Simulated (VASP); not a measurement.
A run of VASP 6.6.1:

INCAR

```
SYSTEM = Y
ALGO = Normal ; EDIFF = 1E-6
ENCUT = 520 ; GGA = PE
GGA_COMPAT = .FALSE. ; ISIF = 2
ISMEAR = -1 ; LASPH = .TRUE.
LCHARG = .FALSE. ; LMAXMIX = 4
LORBIT = 11 ; LORBMOM = .TRUE.
LREAL = .FALSE. ; LSORBIT = .TRUE.
LWAVE = .FALSE. ; MAGMOM = 0 0 0
NBANDS = 22 ; NELM = 150
PREC = Accurate ; SIGMA = 0.05
```

Contents of KPOINTS:

```
k-points
0
G
  14 14 14
  0 0 0
```

POSCAR

```
Y
1.0
   -2.0193946492      2.0193946492      2.0193946492
    2.0193946492     -2.0193946492      2.0193946492
    2.0193946492      2.0193946492     -2.0193946492
Y
1
Direct
    0.0000000000      0.0000000000      0.0000000000
```

Potentials or basis: VASP PAW PBE potentials, release 64 (Y_sv).

Run with:

```console
$ cat potpaw_PBE.64/Y_sv/POTCAR > POTCAR
$ mpirun -np 1 vasp_ncl > vasp.out
```

Hardware: 1 thread of AMD EPYC 9R45 96-Core Processor (Zen 5), with other jobs on the host.

**Question.** How long does it take, and how much memory?

**Answer.** Wall time 74 s on 1 thread of AMD EPYC 9R45 96-Core Processor (Zen 5), with other jobs on the host, peak memory 0.29 GiB. Counts: scf iterations 13, k points 104.
